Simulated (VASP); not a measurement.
# Na (Fm-3m) in VASP: further runs, part 2 of 2

VASP 6.6.1. The steps go on from the part before.

## (4) Single point, BLYP (34.42 Å³/atom)

This run uses another cell than the first one, of 34.42 Å³/atom.

INCAR reads:

```
  PREC = Accurate
  ENCUT = 520
  EDIFF = 1E-6
  ISMEAR = -1
  SIGMA = 0.1
  LREAL = F
  LASPH = T
  NELM = 100
  ALGO = Normal
  ISIF = 2
  LWAVE = F
  LCHARG = F
  GGA = B5
  ALDAX = 1.0
  AGGAX = 1.0
  AGGAC = 1.0
  ALDAC = 0.0
  NBANDS = 10
```

KPOINTS reads:

```
regular mesh
0
Gamma
  12 12 12
```

POSCAR reads:

```
Na
1.0
    0.0000000000      2.5818989072      2.5818989072
    2.5818989072      0.0000000000      2.5818989072
    2.5818989072      2.5818989072      0.0000000000
Na
1
Direct
    0.0000000000      0.0000000000      0.0000000000
```

Potentials or basis: VASP PAW PBE potentials, release 64 (Na_pv).

Command:

```console
cat potpaw_PBE.64/Na_pv/POTCAR > POTCAR
mpirun -np 1 vasp_std > vasp.out
```

OUTCAR:

```text
PREC = Accurate
   ENCUT = 520
   EDIFF = 1E-6
   ISMEAR = -1
   LREAL = F
   LASPH = T
   NELM = 100
   ISIF = 2
   GGA = B5

 ion  position               nearest neighbor table
   1  0.000  0.000  0.000-

  LATTYP: Found a face centered cubic cell.
 ALAT       =     5.1637978144

  Lattice vectors:

 A1 = (   0.0000000000,   2.5818989072,   2.5818989072)
 A2 = (   2.5818989072,   0.0000000000,   2.5818989072)
 A3 = (   2.5818989072,   2.5818989072,   0.0000000000)

Analysis of symmetry for initial positions (statically):
=====================================================================
 Subroutine PRICEL returns:
 Original cell was already a primitive cell.

 Routine SETGRP: Setting up the symmetry group for a
 face centered cubic supercell.

 Subroutine GETGRP returns: Found 48 space group operations
 (whereof 48 operations were pure point group operations)
 out of a pool of 48 trial point group operations.

The static configuration has the point symmetry O_h .

Analysis of symmetry for dynamics (positions and initial velocities):
=====================================================================
 Subroutine PRICEL returns:
 Original cell was already a primitive cell.

 Routine SETGRP: Setting up the symmetry group for a
 face centered cubic supercell.

 Subroutine GETGRP returns: Found 48 space group operations
 (whereof 48 operations were pure point group operations)
 out of a pool of 48 trial point group operations.

The dynamic configuration has the point symmetry O_h .

 Subroutine INISYM returns: Found 48 space group operations
 (whereof 48 operations are pure point group operations),
 and found     1 'primitive' translations

----------------------------------------------------------------------------------------

                                     Primitive cell

  volume of cell :      34.4229

  direct lattice vectors                    reciprocal lattice vectors
     0.000000000  2.581898907  2.581898907    -0.193655917  0.193655917  0.193655917
     2.581898907  0.000000000  2.581898907     0.193655917 -0.193655917  0.193655917
     2.581898907  2.581898907  0.000000000     0.193655917  0.193655917 -0.193655917

  length of vectors
     3.651356451  3.651356451  3.651356451     0.335421887  0.335421887  0.335421887

  position of ions in fractional coordinates (direct lattice)
     0.000000000  0.000000000  0.000000000

  ion indices of the primitive-cell ions
   primitive index   ion index
                 1           1

----------------------------------------------------------------------------------------

 KPOINTS: regular mesh

Automatic generation of k-mesh.
 Grid dimensions read from file:
 generate k-points for:   12   12   12

 Generating k-lattice:

  Cartesian coordinates                     Fractional coordinates (reciprocal lattice)
    -0.016137993  0.016137993  0.016137993     0.083333333  0.000000000  0.000000000
     0.016137993 -0.016137993  0.016137993     0.000000000  0.083333333  0.000000000
     0.016137993  0.016137993 -0.016137993     0.000000000  0.000000000  0.083333333

  Length of vectors
     0.027951824  0.027951824  0.027951824

  Shift w.r.t. Gamma in fractional coordinates (k-lattice)
     0.000000000  0.000000000  0.000000000

 Subroutine IBZKPT returns following result:
 ===========================================

 Found     72 irreducible k-points:

 Following reciprocal coordinates:
            Coordinates               Weight
  0.000000  0.000000  0.000000      1.000000
  0.083333  0.000000  0.000000      8.000000
  0.166667  0.000000  0.000000      8.000000
  0.250000  0.000000  0.000000      8.000000
  0.333333  0.000000  0.000000      8.000000
  0.416667  0.000000  0.000000      8.000000
[... 16 lines left out ...]
  0.500000  0.166667  0.000000     24.000000
 -0.416667  0.166667  0.000000     24.000000
 [... further k-points ...]
   k-points           NKPTS =     72   k-points in BZ     NKDIM =     72   number of bands    NBANDS=     10
   number of dos      NEDOS =    301   number of ions     NIONS =      1
   total plane-waves  NPLWV =  21952
   dimension x,y,z NGX =    28 NGY =   28 NGZ =   28
   dimension x,y,z NGXF=    56 NGYF=   56 NGZF=   56
   ions per type =               1
   NGX,Y,Z   is equivalent  to a cutoff of  12.75, 12.75, 12.75 a.u.
   NGXF,Y,Z  is equivalent  to a cutoff of  25.50, 25.50, 25.50 a.u.
 SYSTEM =  unknown system
   PREC   = accura    normal or accurate (medium, high low for compatibility)
   ISTART =      0    job   : 0-new  1-cont  2-samecut
   ICHARG =      2    charge: 1-file 2-atom 10-const
   ISPIN  =      1    spin polarized calculation?
   LNONCOLLINEAR =      F non collinear calculations
   LSORBIT =      F    spin-orbit coupling
   LASPH  =      T    aspherical Exc in radial PAW
   ENCUT  =  520.0 eV  38.22 Ry    6.18 a.u.   6.79  6.79  6.79*2*pi/ulx,y,z
   NELM   =    100;   NELMIN=  2; NELMDL= -5     # of ELM steps
   EDIFF  = 0.1E-05   stopping-criterion for ELM
   LREAL  =      F    real-space projection
   EDIFFG = 0.1E-04   stopping-criterion for IOM
   NSW    =      0    number of steps for IOM
   IBRION =     -1    ionic relax: 0-MD 1-quasi-New 2-CG
   NFREE  =      0    steps in history (QN), initial steepest desc. (CG)
   ISIF   =      2    stress and relaxation
   ISYM   =      2    0-nonsym 1-usesym 2-fastsym
   POTIM  = 0.5000    time-step for ionic-motion
   TEBEG  =    0.0;   TEEND  =   0.0 temperature during run
   PSTRESS=    0.0 pullay stress
   NELECT =       7.0000    total number of electrons
   NUPDOWN=      -1.0000    fix difference up-down
   EMIN   =  10.00;   EMAX   =-10.00  energy-range for DOS
   EFERMI =   0.00;   METHOD = LEGACY
   ISMEAR =    -1;   SIGMA  =   0.10  broadening in eV -4-tet -1-fermi 0-gaus
   EFERMI_NEDOS =   21; number of points for ismear=-14 and -15
   IALGO  =     38    algorithm
   IMIX   =      4    mixing-type and parameters
     AMIX     =   0.40;   BMIX     =  1.00
     AMIX_MAG =   1.60;   BMIX_MAG =  1.00
  volume/ion in A,a.u.               =      34.42       232.30
  Fermi-wavevector in a.u.,A,eV,Ry     =   0.962701  1.819242 12.609798  0.926794
  Thomas-Fermi vector in A             =   2.092183
   LORBIT       =      0    0 simple, 1 ext, 2 COOP (PROOUT), +10 PAW based schemes
   GGA     = B5    functional components
   LHFCALC =     F    Hartree Fock is set to
   AEXX    =    0.0000 exact exchange contribution
   IVDW    =     0    specifies the selected vdW correction
   LEPSILON=     F    determine dielectric tensor
   LRPA    =     F    only Hartree local field effects (RPA)
 non-spin polarized calculation
  energy-cutoff  :      520.00
  volume of cell :       34.42
 maximum number of plane-waves:       944
   NGX = 13   NGY = 13   NGZ = 13

 number of electron       7.0000009 magnetization

 Free energy of the ion-electron system (eV)
  ---------------------------------------------------
  ext. energy  EPLUGINS =         0.00000000
  ---------------------------------------------------
  free energy    TOTEN  =        -0.93819902 eV

  energy without entropy =       -0.92417511  energy(sigma->0) =       -0.93118707

 E-fermi :   0.9480     XC(G=0):  -6.3281

 val. band max:        0.8293719006   @ k =   0.5000   0.2500   0.0833
 cond. band min:       0.9788149153   @ k =  -0.4167   0.0833   0.0000
 fundamental gap:      0.1494430147
 Fermi energy:         0.9480387088

 k-point     1 :       0.0000    0.0000    0.0000
  band No.  band energies     occupation
      1     -24.2722      2.00000
      2     -24.2722      2.00000
      3     -24.2722      2.00000
      4      -2.4796      2.00000
      5      12.4842      0.00000
      6      12.4842      0.00000
      7      12.4843      0.00000
      8      13.8121      0.00000
      9      14.1447      0.00000
     10      14.1447      0.00000

 k-point     2 :       0.0833    0.0000    0.0000
  band No.  band energies     occupation
      1     -24.2753      2.00000
      2     -24.2727      2.00000
      3     -24.2726      2.00000
      4      -2.3576      2.00000
      5      10.8471      0.00000
      6      12.2534      0.00000
      7      12.2535      0.00000
      8      13.7667      0.00000
      9      14.5672      0.00000
     10      14.5673      0.00000
[... 274 lines left out ...]
 k-point    24 :      -0.4167    0.1667    0.0000
  band No.  band energies     occupation
      1     -24.3129      2.00000
      2     -24.2864      2.00000
      3     -24.2801      2.00000
      4       1.6801      0.00132
      5       2.6580      0.00000
      6       7.9719      0.00000
      7      10.3344      0.00000
      8      11.2397      0.00000
      9      14.5087      0.00000
     10      15.6987      0.00000

 [... further k-points ...]

------------------------ aborting loop because EDIFF is reached ----------------------------------------

  FORCE on cell =-STRESS in cart. coord.  units (eV):
  Direction    XX          YY          ZZ          XY          YZ          ZX
  --------------------------------------------------------------------------------------
  -------------------------------------------------------------------------------------
  Total        0.1475415      0.1475415      0.1475415      0.0000000     -0.0000000      0.0000000
  in kB        6.8671600      6.8671600      6.8671600      0.0000000     -0.0000000      0.0000000
  external PRESSURE =       6.8671600 kB  Pullay stress =       0.0000000 kB

 VOLUME and BASIS-vectors are now :
 -----------------------------------------------------------------------------
  energy-cutoff  :      520.00
  volume of cell :       34.42
      direct lattice vectors                 reciprocal lattice vectors
     0.000000000  2.581898907  2.581898907    -0.193655917  0.193655917  0.193655917
     2.581898907  0.000000000  2.581898907     0.193655917 -0.193655917  0.193655917
     2.581898907  2.581898907  0.000000000     0.193655917  0.193655917 -0.193655917

 POSITION                                       TOTAL-FORCE (eV/Angst)
 -----------------------------------------------------------------------------------
      0.00000      0.00000      0.00000        -0.000000     -0.000000     -0.000000
 -----------------------------------------------------------------------------------
    total drift:                               -0.000000     -0.000000     -0.000000

  FREE ENERGIE OF THE ION-ELECTRON SYSTEM (eV)
  ---------------------------------------------------
  free  energy   TOTEN  =        -0.9381990221 eV

  energy  without entropy=       -0.9241751111  energy(sigma->0) =       -0.93118707
```

OSZICAR:

```text
N       E                     dE             d eps       ncg     rms          rms(c)
DAV:   1     0.297433242970E+02    0.29743E+02   -0.38327E+03  1444   0.598E+02
DAV:   2    -0.311885578087E+00   -0.30055E+02   -0.29892E+02  1490   0.149E+02
DAV:   3    -0.933687609067E+00   -0.62180E+00   -0.62144E+00  1720   0.234E+01
DAV:   4    -0.938596192521E+00   -0.49086E-02   -0.49081E-02  1718   0.209E+00
DAV:   5    -0.938666755399E+00   -0.70563E-04   -0.70562E-04  1656   0.246E-01    0.167E-01
DAV:   6    -0.938045709012E+00    0.62105E-03   -0.97120E-04  1670   0.401E-01    0.105E-01
DAV:   7    -0.938094957530E+00   -0.49249E-04   -0.18116E-03  1610   0.397E-01    0.272E-02
DAV:   8    -0.938185408207E+00   -0.90451E-04   -0.22908E-04  1754   0.176E-01    0.560E-03
DAV:   9    -0.938198165946E+00   -0.12758E-04   -0.30822E-05  1628   0.342E-02    0.131E-03
DAV:  10    -0.938199022107E+00   -0.85616E-06   -0.34423E-06  1774   0.768E-03
   1 F= -.93819902E+00 E0= -.93118707E+00  d E =-.140239E-01
```

stdout:

```text
POSCAR found type information on POSCAR Na
 POSCAR found :  1 types and       1 ions
 scaLAPACK will be used
 -----------------------------------------------------------------------------
|                                                                             |
|                                                                             |
|     You enforced a specific xc type in the INCAR file but a different       |
|     I HOPE YOU KNOW WHAT YOU ARE DOING!                                     |
|                                                                             |
 -----------------------------------------------------------------------------

 LDA part: xc-table for (Slater(with rela. corr.)+VWN5), standard interpolation
 POSCAR, INCAR and KPOINTS ok, starting setup
 FFT: planning ... GRIDC
 FFT: planning ... GRID_SOFT
 FFT: planning ... GRID
 WAVECAR not read
 entering main loop
```

It took 39 s on 1 thread of AMD EPYC 7R13, shared host; peak memory 0.13 GiB.

Results:

- Free energy: -0.9382 eV
- Pressure: 0.7 GPa
- Band gap on the k mesh: zero (an odd number of electrons rules out a gap without spin polarisation)

Levels at points of the mesh, in eV from the Fermi level:
```tsv
k point	band 1	band 2	band 3	band 4	band 5	band 6	band 7	band 8
(0.00, 0.00, 0.00)	-25.22	-25.22	-25.22	-3.43	11.54	11.54	11.54	12.86
(0.50, 0.00, 0.00)	-25.27	-25.23	-25.23	0.64	0.98	10.57	10.57	11.63
(0.50, 0.50, 0.00)	-25.26	-25.24	-25.24	1.89	2.43	6.55	7.47	7.47
```

Caveat: the PAW data sets were made with another functional, which shifts forces and pressure a little.

## (5) Single point, BLYP (35.92 Å³/atom)

This run uses another cell than the first one, of 35.92 Å³/atom.

INCAR reads:

```
SYSTEM = Na
AGGAC = 1.0 ; AGGAX = 1.0
ALDAC = 0.0 ; ALDAX = 1.0
ALGO = Normal ; EDIFF = 1E-6
ENCUT = 520 ; GGA = B5
ISIF = 2 ; ISMEAR = -1
LASPH = .True. ; LCHARG = .True.
LELF = .True. ; LREAL = .False.
LVHAR = .True. ; LWAVE = .False.
NBANDS = 10 ; NELM = 100
PREC = Accurate ; SIGMA = 0.1
```

KPOINTS reads:

```
k-points
0
Gamma
  12 12 12
  0 0 0
```

POSCAR reads:

```
Na
1.0
    0.0000000000      2.6187881612      2.6187881612
    2.6187881612      0.0000000000      2.6187881612
    2.6187881612      2.6187881612      0.0000000000
Na
1
Direct
    0.0000000000      0.0000000000      0.0000000000
```

Command:

```console
cat potpaw_PBE.64/Na_pv/POTCAR > POTCAR
mpirun -np 1 vasp_std > vasp.out
```

It took 40 s on 1 thread of AMD EPYC 7R13, shared host; peak memory 0.13 GiB.

Results (log left out):

* Free energy: -0.9429 eV
* Pressure: 0.3 GPa
* Band gap on the k mesh: zero (an odd number of electrons rules out a gap without spin polarisation)

Levels at points of the mesh, in eV from the Fermi level:
```tsv
k point	band 1	band 2	band 3	band 4	band 5	band 6	band 7	band 8
(0.00, 0.00, 0.00)	-25.25	-25.25	-25.25	-3.34	11.27	11.27	11.27	12.57
(0.50, 0.00, 0.00)	-25.29	-25.25	-25.25	0.64	0.93	10.34	10.34	11.26
(0.50, 0.50, 0.00)	-25.28	-25.26	-25.26	1.84	2.37	6.43	7.25	7.25
```

Caveat: the PAW data sets were made with another functional, which shifts forces and pressure a little.

## (6) Single point, BLYP (37.42 Å³/atom)

INCAR reads:

```
SYSTEM = Na
PREC = Accurate
ENCUT = 520
EDIFF = 1E-7
ISMEAR = -1
SIGMA = 0.1
LREAL = .FALSE.
LASPH = .TRUE.
NELM = 80
ALGO = Normal
ISIF = 2
LWAVE = .FALSE.
LCHARG = .FALSE.
GGA = B5
ALDAX = 1.0
AGGAX = 1.0
AGGAC = 1.0
ALDAC = 0.0
NBANDS = 10
```

KPOINTS reads:

```
regular mesh
0
G
  12 12 12
  0 0 0
```

POSCAR reads:

```
Na
1.0
    0.0000000000      2.6546664300      2.6546664300
    2.6546664300      0.0000000000      2.6546664300
    2.6546664300      2.6546664300      0.0000000000
Na
1
Direct
    0.0000000000      0.0000000000      0.0000000000
```

Potentials or basis: VASP PAW PBE potentials, release 64 (Na_pv).

Command:

```console
cat potpaw_PBE.64/Na_pv/POTCAR > POTCAR
mpirun -np 1 vasp_std > vasp.out
```

OUTCAR:

```text
SYSTEM = Na
   PREC = Accurate
   ENCUT = 520
   EDIFF = 1E-7
   ISMEAR = -1
   LREAL = .FALSE.
   LASPH = .TRUE.
   NELM = 80
   ISIF = 2
   GGA = B5

 ion  position               nearest neighbor table
   1  0.000  0.000  0.000-

  LATTYP: Found a face centered cubic cell.
 ALAT       =     5.3093328600

  Lattice vectors:

 A1 = (   0.0000000000,   2.6546664300,   2.6546664300)
 A2 = (   2.6546664300,   0.0000000000,   2.6546664300)
[... 490 lines left out ...]
     10      14.7005      0.00000

 [... further k-points ...]

------------------------ aborting loop because EDIFF is reached ----------------------------------------

  FORCE on cell =-STRESS in cart. coord.  units (eV):
  Direction    XX          YY          ZZ          XY          YZ          ZX
  --------------------------------------------------------------------------------------
  -------------------------------------------------------------------------------------
  Total       -0.0049655     -0.0049655     -0.0049655      0.0000000     -0.0000000      0.0000000
  in kB       -0.2126244     -0.2126244     -0.2126244      0.0000000     -0.0000000      0.0000000
  external PRESSURE =      -0.2126244 kB  Pullay stress =       0.0000000 kB

 VOLUME and BASIS-vectors are now :
 -----------------------------------------------------------------------------
  energy-cutoff  :      520.00
  volume of cell :       37.42
      direct lattice vectors                 reciprocal lattice vectors
     0.000000000  2.654666430  2.654666430    -0.188347581  0.188347581  0.188347581
     2.654666430  0.000000000  2.654666430     0.188347581 -0.188347581  0.188347581
     2.654666430  2.654666430  0.000000000     0.188347581  0.188347581 -0.188347581

 POSITION                                       TOTAL-FORCE (eV/Angst)
 -----------------------------------------------------------------------------------
      0.00000      0.00000      0.00000        -0.000000     -0.000000     -0.000000
 -----------------------------------------------------------------------------------
    total drift:                               -0.000000     -0.000000     -0.000000

  FREE ENERGIE OF THE ION-ELECTRON SYSTEM (eV)
  ---------------------------------------------------
  free  energy   TOTEN  =        -0.9442959607 eV

  energy  without entropy=       -0.9295786798  energy(sigma->0) =       -0.93693732
```

stdout:

```text
POSCAR found type information on POSCAR Na
 POSCAR found :  1 types and       1 ions
 scaLAPACK will be used
 -----------------------------------------------------------------------------
|                                                                             |
|                                                                             |
|     You enforced a specific xc type in the INCAR file but a different       |
|     I HOPE YOU KNOW WHAT YOU ARE DOING!                                     |
|                                                                             |
 -----------------------------------------------------------------------------

 LDA part: xc-table for (Slater(with rela. corr.)+VWN5), standard interpolation
 POSCAR, INCAR and KPOINTS ok, starting setup
 FFT: planning ... GRIDC
 FFT: planning ... GRID_SOFT
 FFT: planning ... GRID
 WAVECAR not read
 entering main loop
```

It took 50 s on 1 thread of AMD EPYC 7R13, shared host; peak memory 0.13 GiB.

Results:

| Quantity | Value |
| --- | --- |
| Free energy | -0.9443 eV |
| Pressure | 0.0 GPa |
| Band gap on the k mesh | zero (an odd number of electrons rules out a gap without spin polarisation) |

Caveat: the PAW data sets were made with another functional, which shifts forces and pressure a little.

## (7) The runs side by side

| cell | k mesh | gap on the mesh (eV) | pressure (GPa) |
| --- | --- | --- | --- |
| a = 3.754 Å, angles 60.0°, 1 atom | 10 × 10 × 10 | none | 0.0 |
| a = 3.598 Å, angles 60.0°, 1 atom | 12 × 12 × 12 | none | 1.1 |
| a = 3.651 Å, angles 60.0°, 1 atom | 12 × 12 × 12 | none | 0.7 |
| a = 3.704 Å, angles 60.0°, 1 atom | 12 × 12 × 12 | none | 0.3 |
| a = 3.754 Å, angles 60.0°, 1 atom | 12 × 12 × 12 | none | 0.0 |

Alike in all rows: task single point; level BLYP; potentials or basis VASP PAW PBE potentials, release 64 (Na_pv); no spin polarisation; cutoff (eV) 520; smearing fermi-dirac 0.1 eV.

Caveats: the PAW data sets were made with another functional, which shifts forces and pressure a little.

Total energies depend on the potentials used, so only differences within one code and one set of settings carry meaning.

The gap in the log of VASP goes by the Fermi energy; the results here count the filled bands.